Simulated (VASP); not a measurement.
# NiO (Fm-3m) in VASP: further runs

Runs on NiO. Level: PBEsol+U. Tasks: single point.

Program: VASP 6.6.1. These are calculated values, not measurements. Logs are shortened: lines on timing, memory, paths and dates and some standing lists are left out, and cuts for length are marked.

**1. The cell of the first run**

It takes space group Fm-3m (No. 225, cubic). The conventional cell has a = 4.177 Å, b = 4.177 Å, c = 4.177 Å, α = 90.00°, β = 90.00°, γ = 90.00°. Within 2.8 Å of O (site symmetry m-3m) lie 6 Ni at 2.09 Å. Ni (site symmetry m-3m) has 6 O at 2.09 Å within 2.8 Å.

**2. Single point, PBEsol+U, collinear spin, ferromagnetic start**

The input, INCAR:

```
PREC = Accurate ; ENCUT = 1340
EDIFF = 1E-6 ; ISMEAR = 0
SIGMA = 0.02 ; LREAL = F
LASPH = T ; NELM = 200
ALGO = Normal ; ISIF = 2
LWAVE = F ; LCHARG = F
ISPIN = 2 ; MAGMOM = 0 2
LORBIT = 11 ; LMAXMIX = 4
LDAU = T ; LDAUTYPE = 2
LDAUL = -1 2 ; LDAUU = 0 6.2
LDAUJ = 0 0 ; LDAUPRINT = 1
GGA = PS ; NBANDS = 23
GGA_COMPAT = F
```

The input, KPOINTS:

```
Automatic mesh
0
Gamma
  9 9 9
```

The input, POSCAR:

```
NiO
1.0
    0.0000000000      2.0885500000      2.0885500000
    2.0885500000      0.0000000000      2.0885500000
    2.0885500000      2.0885500000      0.0000000000
O Ni
1 1
Direct
    0.5000000000      0.5000000000      0.5000000000
    0.0000000000      0.0000000000      0.0000000000
```

Potentials or basis: VASP PAW PBE potentials, release 64 (O_h, Ni_sv_GW).

Started as:

```sh
$ cat potpaw_PBE.64/O_h/POTCAR potpaw_PBE.64/Ni_sv_GW/POTCAR > POTCAR
$ mpirun -np 1 vasp_std > vasp.out
```

OUTCAR:

```text
PREC = Accurate
   ENCUT = 1340
   EDIFF = 1E-6
   ISMEAR = 0
   LREAL = F
   LASPH = T
   NELM = 200
   ISIF = 2
   ISPIN = 2
   LORBIT = 11
   GGA = PS

 ion  position               nearest neighbor table
   1  0.500  0.500  0.500-   2 2.09   2 2.09   2 2.09   2 2.09   2 2.09   2 2.09
   2  0.000  0.000  0.000-   1 2.09   1 2.09   1 2.09   1 2.09   1 2.09   1 2.09

  LATTYP: Found a face centered cubic cell.
 ALAT       =     4.1771000000

  Lattice vectors:

 A1 = (   0.0000000000,   2.0885500000,   2.0885500000)
 A2 = (   2.0885500000,   0.0000000000,   2.0885500000)
 A3 = (   2.0885500000,   2.0885500000,   0.0000000000)

Analysis of symmetry for initial positions (statically):
=====================================================================
 Subroutine PRICEL returns:
 Original cell was already a primitive cell.

 Routine SETGRP: Setting up the symmetry group for a
 face centered cubic supercell.

 Subroutine GETGRP returns: Found 48 space group operations
 (whereof 48 operations were pure point group operations)
 out of a pool of 48 trial point group operations.

The static configuration has the point symmetry O_h .

Analysis of symmetry for dynamics (positions and initial velocities):
=====================================================================
 Subroutine PRICEL returns:
 Original cell was already a primitive cell.

 Routine SETGRP: Setting up the symmetry group for a
 face centered cubic supercell.

 Subroutine GETGRP returns: Found 48 space group operations
 (whereof 48 operations were pure point group operations)
 out of a pool of 48 trial point group operations.

The dynamic configuration has the point symmetry O_h .

Analysis of structural, dynamic, and magnetic symmetry:
=====================================================================
 Subroutine PRICEL returns:
 Original cell was already a primitive cell.

 Routine SETGRP: Setting up the symmetry group for a
 face centered cubic supercell.

 Subroutine GETGRP returns: Found 48 space group operations
 (whereof 48 operations were pure point group operations)
 out of a pool of 48 trial point group operations.

The overall configuration has the point symmetry O_h .

 Subroutine INISYM returns: Found 48 space group operations
 (whereof 48 operations are pure point group operations),
 and found     1 'primitive' translations

----------------------------------------------------------------------------------------

                                     Primitive cell

  volume of cell :      18.2207

  direct lattice vectors                    reciprocal lattice vectors
     0.000000000  2.088550000  2.088550000    -0.239400541  0.239400541  0.239400541
     2.088550000  0.000000000  2.088550000     0.239400541 -0.239400541  0.239400541
     2.088550000  2.088550000  0.000000000     0.239400541  0.239400541 -0.239400541

  length of vectors
     2.953655736  2.953655736  2.953655736     0.414653900  0.414653900  0.414653900

  position of ions in fractional coordinates (direct lattice)
     0.500000000  0.500000000  0.500000000
     0.000000000  0.000000000  0.000000000

  ion indices of the primitive-cell ions
   primitive index   ion index
                 1           1
                 2           2

----------------------------------------------------------------------------------------

 KPOINTS: Automatic mesh

Automatic generation of k-mesh.
 Grid dimensions read from file:
 generate k-points for:    9    9    9

[... 64 lines left out ...]
   LREAL  =      F    real-space projection
   EDIFFG = 0.1E-04   stopping-criterion for IOM
   NSW    =      0    number of steps for IOM
   IBRION =     -1    ionic relax: 0-MD 1-quasi-New 2-CG
   NFREE  =      0    steps in history (QN), initial steepest desc. (CG)
   ISIF   =      2    stress and relaxation
   ISYM   =      2    0-nonsym 1-usesym 2-fastsym
   POTIM  = 0.5000    time-step for ionic-motion
   TEBEG  =    0.0;   TEEND  =   0.0 temperature during run
   PSTRESS=    0.0 pullay stress
   NELECT =      24.0000    total number of electrons
   NUPDOWN=      -1.0000    fix difference up-down
   EMIN   =  10.00;   EMAX   =-10.00  energy-range for DOS
   EFERMI =   0.00;   METHOD = LEGACY
   ISMEAR =     0;   SIGMA  =   0.02  broadening in eV -4-tet -1-fermi 0-gaus
   EFERMI_NEDOS =   21; number of points for ismear=-14 and -15
   IALGO  =     38    algorithm
   IMIX   =      4    mixing-type and parameters
     AMIX     =   0.40;   BMIX     =  1.00
     AMIX_MAG =   1.60;   BMIX_MAG =  1.00
  volume/ion in A,a.u.               =       9.11        61.48
  Fermi-wavevector in a.u.,A,eV,Ry     =   1.794556  3.391219 43.816631  3.220432
  Thomas-Fermi vector in A             =   2.856488
   LORBIT       =     11    0 simple, 1 ext, 2 COOP (PROOUT), +10 PAW based schemes
 LDA+U is selected, type is set to LDAUTYPE =  2
   angular momentum for each species LDAUL =    -1    2
   U (eV)           for each species LDAUU =   0.0  6.2
   J (eV)           for each species LDAUJ =   0.0  0.0
   GGA     = PS    functional components
   LHFCALC =     F    Hartree Fock is set to
   AEXX    =    0.0000 exact exchange contribution
   IVDW    =     0    specifies the selected vdW correction
   LEPSILON=     F    determine dielectric tensor
   LRPA    =     F    only Hartree local field effects (RPA)
 spin polarized calculation
 Gauss-broadening in eV      SIGMA  =   0.02
  energy-cutoff  :     1340.00
  volume of cell :       18.22
 maximum number of plane-waves:      2085
   NGX = 17   NGY = 17   NGZ = 17

atom =   2  type =  2  l = 2

 onsite density matrix

spin component  1

  0.9373  0.0000  0.0000 -0.0000 -0.0000
  0.0000  0.9373  0.0000 -0.0000  0.0000
  0.0000  0.0000  0.9691 -0.0000  0.0000
 -0.0000 -0.0000 -0.0000  0.9373 -0.0000
 -0.0000  0.0000  0.0000 -0.0000  0.9691

spin component  2

  0.9291 -0.0000 -0.0000 -0.0000 -0.0000
 -0.0000  0.9291 -0.0000 -0.0000 -0.0000
 -0.0000 -0.0000  0.1011  0.0000  0.0000
 -0.0000 -0.0000  0.0000  0.9291  0.0000
 -0.0000 -0.0000  0.0000  0.0000  0.1011

 occupancies and eigenvectors

  o =  0.1011  v =  0.0000  0.0000  0.0000  0.0000  0.0000  0.0000 -0.0000 -0.0029 -0.0000 -1.0000      0.0000  0.0000  0.0000  0.0000  0.0000  0.0000  0.0000  0.0000  0.0000  0.0000
  o =  0.1011  v =  0.0000  0.0000  0.0000  0.0000  0.0000  0.0000  0.0000 -1.0000  0.0000  0.0029      0.0000  0.0000  0.0000  0.0000  0.0000  0.0000  0.0000  0.0000  0.0000  0.0000
  o =  0.9291  v =  0.0000  0.0000  0.0000  0.0000  0.0000  0.0000  0.7249 -0.0000  0.6888 -0.0000      0.0000  0.0000  0.0000  0.0000  0.0000  0.0000  0.0000  0.0000  0.0000  0.0000
  o =  0.9291  v =  0.0000  0.0000  0.0000  0.0000  0.0000  1.0000  0.0000  0.0000  0.0000  0.0000      0.0000  0.0000  0.0000  0.0000  0.0000  0.0000  0.0000  0.0000  0.0000  0.0000
  o =  0.9291  v =  0.0000  0.0000  0.0000  0.0000  0.0000  0.0000  0.6888 -0.0000 -0.7249 -0.0000      0.0000  0.0000  0.0000  0.0000  0.0000  0.0000  0.0000  0.0000  0.0000  0.0000
  o =  0.9373  v =  1.0000  0.0000  0.0000  0.0000  0.0000  0.0000  0.0000  0.0000  0.0000  0.0000      0.0000  0.0000  0.0000  0.0000  0.0000  0.0000  0.0000  0.0000  0.0000  0.0000
  o =  0.9373  v =  0.0000 -0.8098  0.0000 -0.5867 -0.0000  0.0000  0.0000  0.0000  0.0000  0.0000      0.0000  0.0000  0.0000  0.0000  0.0000  0.0000  0.0000  0.0000  0.0000  0.0000
  o =  0.9373  v =  0.0000  0.5867 -0.0000 -0.8098  0.0000  0.0000  0.0000  0.0000  0.0000  0.0000      0.0000  0.0000  0.0000  0.0000  0.0000  0.0000  0.0000  0.0000  0.0000  0.0000
  o =  0.9691  v =  0.0000 -0.0000  0.1020  0.0000  0.9948  0.0000  0.0000  0.0000  0.0000  0.0000      0.0000  0.0000  0.0000  0.0000  0.0000  0.0000  0.0000  0.0000  0.0000  0.0000
  o =  0.9691  v =  0.0000 -0.0000 -0.9948 -0.0000  0.1020  0.0000  0.0000  0.0000  0.0000  0.0000      0.0000  0.0000  0.0000  0.0000  0.0000  0.0000  0.0000  0.0000  0.0000  0.0000

 number of electron      23.9999996 magnetization       2.0000062

 Free energy of the ion-electron system (eV)
  ---------------------------------------------------
  ext. energy  EPLUGINS =         0.00000000
  ---------------------------------------------------
  free energy    TOTEN  =       -10.99641720 eV

  energy without entropy =      -10.99641720  energy(sigma->0) =      -10.99641720

 E-fermi :   6.8742     XC(G=0): -13.2853

 val. band max:        6.5219617770   @ k =   0.4444   0.0000   0.0000
 cond. band min:       8.7994403105   @ k =   0.0000   0.0000   0.0000
 fundamental gap:      2.2774785335
 Fermi energy:         6.8742231729

 spin component 1

 k-point     1 :       0.0000    0.0000    0.0000
  band No.  band energies     occupation
      1     -97.1316      1.00000
      2     -57.6512      1.00000
      3     -57.6512      1.00000
      4     -57.6512      1.00000
      5     -12.6571      1.00000
      6       0.9903      1.00000
[... 1241 lines left out ...]
     22      39.8515      0.00000
     23      41.7265      0.00000

 [... further k-points ...]

------------------------ aborting loop because EDIFF is reached ----------------------------------------

  FORCE on cell =-STRESS in cart. coord.  units (eV):
  Direction    XX          YY          ZZ          XY          YZ          ZX
  --------------------------------------------------------------------------------------
  -------------------------------------------------------------------------------------
  Total        0.1268237      0.1268237      0.1268237      0.0000000      0.0000000      0.0000000
  in kB       11.1518338     11.1518338     11.1518338      0.0000000      0.0000000      0.0000000
  external PRESSURE =      11.1518338 kB  Pullay stress =       0.0000000 kB

 VOLUME and BASIS-vectors are now :
 -----------------------------------------------------------------------------
  energy-cutoff  :     1340.00
  volume of cell :       18.22
      direct lattice vectors                 reciprocal lattice vectors
     0.000000000  2.088550000  2.088550000    -0.239400541  0.239400541  0.239400541
     2.088550000  0.000000000  2.088550000     0.239400541 -0.239400541  0.239400541
     2.088550000  2.088550000  0.000000000     0.239400541  0.239400541 -0.239400541

 POSITION                                       TOTAL-FORCE (eV/Angst)
 -----------------------------------------------------------------------------------
      2.08855      2.08855      2.08855        -0.000000     -0.000000     -0.000000
      0.00000      0.00000      0.00000         0.000000      0.000000      0.000000
 -----------------------------------------------------------------------------------
    total drift:                                0.000000      0.000000      0.000000

  FREE ENERGIE OF THE ION-ELECTRON SYSTEM (eV)
  ---------------------------------------------------
  free  energy   TOTEN  =       -10.9964171982 eV

  energy  without entropy=      -10.9964171982  energy(sigma->0) =      -10.99641720

 total charge

# of ion       s       p       d       f       tot
--------------------------------------------------
    1        1.024   2.322   0.000   0.000   3.346
    2        2.162   6.233   7.714   0.010  16.119
--------------------------------------------------
tot          3.186   8.555   7.714   0.010  19.464

 magnetization (x)

# of ion       s       p       d       f       tot
--------------------------------------------------
    1        0.022   0.123   0.000   0.000   0.145
    2        0.009   0.013   1.758   0.001   1.781
--------------------------------------------------
tot          0.031   0.136   1.758   0.001   1.926
```

Wall time 1.9 min (1 thread of Intel Xeon Platinum 8488C (Sapphire Rapids), shared host); peak memory 0.32 GiB.

What came out:

```yaml
Free_energy: -10.9964 eV
Pressure: 1.1 GPa
Band_gap_on_the_k_mesh: 2.28 eV (least direct gap 3.21 eV)
Net_moment: 2.00 μB per cell
Site_moments: O +0.14; Ni +1.78 μB
Valence_electrons_inside_the_program's_atomic_spheres: O 3.35; Ni 16.12
```

Levels at points of the mesh, in eV from the valence-band top:
Spin up:
```csv
k point,band 9,band 10,band 11,band 12,band 13,band 14,band 15,band 16,band 17,band 18
"(0.00, 0.00, 0.00)",-4.57,-4.57,-1.77,-1.77,-1.77,2.28,18.24,18.77,18.77,18.77
```
Spin down:
```
           k point  band 8  band 9  band 10  band 11  band 12  band 13  band 14  band 15
(0.00, 0.00, 0.00)   -3.43   -1.41    -1.41    -1.41     2.51     2.51     2.63    18.20
```

Eigenvalues of the final occupation matrices:
| site | spin | trace | eigenvalues |
| --- | --- | --- | --- |
| site 2 d | 1 | 4.75 | 0.94 0.94 0.94 0.97 0.97 |
| site 2 d | 2 | 2.99 | 0.10 0.10 0.93 0.93 0.93 |

Caveat: the PAW data sets were made with another functional, which shifts forces and pressure a little; an odd mesh through Γ misses points on the zone boundary, where band edges can lie; a cell with one magnetic atom can't hold antiferromagnetic order, which such compounds often take.

**3. Single point, PBEsol+U, collinear spin, ferromagnetic start**

The input, INCAR:

```
SYSTEM = NiO
PREC = Accurate
ENCUT = 1340
EDIFF = 1E-6
ISMEAR = 0
SIGMA = 0.02
LREAL = .FALSE.
LASPH = .TRUE.
NELM = 200
ALGO = Normal
ISIF = 2
LWAVE = .FALSE.
LCHARG = .TRUE.
ISPIN = 2
MAGMOM = 0 2
LORBIT = 11
LMAXMIX = 4
LDAU = .TRUE.
LDAUTYPE = 2
LDAUL = -1 2
LDAUU = 0 6.2
LDAUJ = 0 0
LDAUPRINT = 1
GGA = PS
LELF = .TRUE.
LVHAR = .TRUE.
NBANDS = 23
GGA_COMPAT = .FALSE.
```

The input, KPOINTS:

```
Automatic mesh
0
G
  9 9 9
  0 0 0
```

POSCAR is that of step 2.

Potentials or basis: VASP PAW PBE potentials, release 64 (O_h, Ni_sv_GW).

Started as:

```sh
$ cat potpaw_PBE.64/O_h/POTCAR potpaw_PBE.64/Ni_sv_GW/POTCAR > POTCAR
$ mpirun -np 1 vasp_std > vasp.out
```

Run time: 93 s. Hardware: 1 thread of Intel Xeon Platinum 8488C (Sapphire Rapids), shared host; peak memory 0.32 GiB.

It converged, with:

| Property | Result |
| --- | --- |
| Free energy | -10.9964 eV |
| Pressure | 1.1 GPa |
| Band gap on the k mesh | 2.28 eV (least direct gap 3.21 eV) |
| Net moment | 2.00 μB per cell |
| Site moments | O +0.14; Ni +1.78 μB |
| Valence electrons inside the program's atomic spheres | O 3.35; Ni 16.12 |

Levels at points of the mesh, in eV from the valence-band top:
Spin up:
```
           k point  band 11  band 12  band 13  band 14  band 15  band 16
(0.00, 0.00, 0.00)    -1.77    -1.77    -1.77     2.28    18.24    18.77
```
Spin down:
```csv
k point,band 9,band 10,band 11,band 12,band 13,band 14
"(0.00, 0.00, 0.00)",-1.41,-1.41,-1.41,2.51,2.51,2.63
```

Eigenvalues of the final occupation matrices:
```csv
site,spin,trace,eigenvalues
site 2 d,1,4.75,0.94 0.94 0.94 0.97 0.97
site 2 d,2,2.99,0.10 0.10 0.93 0.93 0.93
```

Caveat: the PAW data sets were made with another functional, which shifts forces and pressure a little; an odd mesh through Γ misses points on the zone boundary, where band edges can lie; a cell with one magnetic atom can't hold antiferromagnetic order, which such compounds often take. The state reached can hang on the start; a lower one may exist.
